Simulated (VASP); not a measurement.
Crystal: SnO (Romarchite).

```
Sn O
1.0
     3.79265    0.00000    0.00000
     0.00000    3.79265    0.00000
     0.00000    0.00000    4.75821
Sn O
2 2
Direct
  0.50000 0.00000 0.24103
  0.00000 0.50000 0.75897
  0.00000 0.00000 0.00000
  0.50000 0.50000 0.00000
```

Base run:

| Item | Value |
| --- | --- |
| Program | VASP 6.6.1 |
| Functional | r2SCAN |
| Potentials or basis | VASP PAW PBE potentials, release 64 (Sn_d, O) |
| Cutoff | 520 eV |
| k mesh | 6 × 6 × 6 |
| Occupations | fermi-dirac, width 0.02 eV |
| Spin | no spin polarisation |

Its results: band gap on the k mesh 0.03 eV, indirect (least direct gap 2.20 eV); pressure 1.8 GPa; largest force 0.119 eV/Å.

The run is repeated on the same cell with these changes: functional from r2SCAN to PBE; further incar settings from ALGO = Normal; EDIFF = 1e-06; NBANDS = 28 to ALGO = Normal; EDIFF = 1e-07; NBANDS = 28. What comes out?

Band gap on the k mesh zero (band 20 reaches 7.50 eV, above the bottom of band 21 at 7.44 eV); pressure 5.6 GPa; largest force 0.583 eV/Å.

Caveats: spin-orbit coupling is left out, which moves the levels of the heavy elements; the PAW data sets were made with another functional, which shifts forces and pressure a little (some runs).

A k mesh can miss the band edges.
